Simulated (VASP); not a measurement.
## WC: single point with PBE

WC:

```
CELL_PARAMETERS angstrom
2.92173 0.00000 0.00000
-1.46087 2.53030 0.00000
0.00000 0.00000 2.84713
ATOMIC_POSITIONS crystal
W 0.00000 0.00000 0.00000
C 0.66667 0.33333 0.50000
```

- Program: VASP 6.6.1
- Task: single point
- Functional: PBE
- Potentials or basis: VASP PAW PBE potentials, release 64 (W_sv, C_h)
- Cutoff: 1300 eV
- k mesh: 18 × 18 × 14
- Occupations: gaussian, width 0.1 eV
- Spin: no spin polarisation
- Dipole correction: no
- Further INCAR settings: ALGO = Normal; EDIFF = 1e-06; NBANDS = 16

* Pressure: 1.0 GPa
* Band gap on the k mesh: zero (bands 9 and 10 overlap by 1.20 eV)

Stress tensor (GPa, compression positive):
```
0.91 0.00 0.00
0.00 0.91 0.00
0.00 0.00 1.14
```

Levels at points of the mesh, in eV from the Fermi level:
| k point | band 7 | band 8 | band 9 | band 10 | band 11 | band 12 |
| --- | --- | --- | --- | --- | --- | --- |
| (0.00, 0.00, 0.00) | -3.27 | -3.27 | 0.11 | 3.18 | 3.18 | 5.56 |
| (0.50, 0.00, 0.00) | -3.53 | -3.49 | -0.46 | 2.32 | 4.45 | 4.79 |
| (0.00, 0.00, 0.50) | -1.98 | -1.98 | -0.56 | -0.56 | 3.65 | 4.49 |
| (0.50, 0.00, 0.50) | -4.24 | -4.14 | 0.27 | 4.34 | 5.22 | 6.52 |

It took 4.3 min on 1 thread of Intel(R) Xeon(R) Platinum 8259CL CPU @ 2.50GHz (Skylake/Cascade Lake) (shared host), peak memory 0.51 GiB.

Caveat: spin-orbit coupling is left out, which moves the levels of the heavy elements.
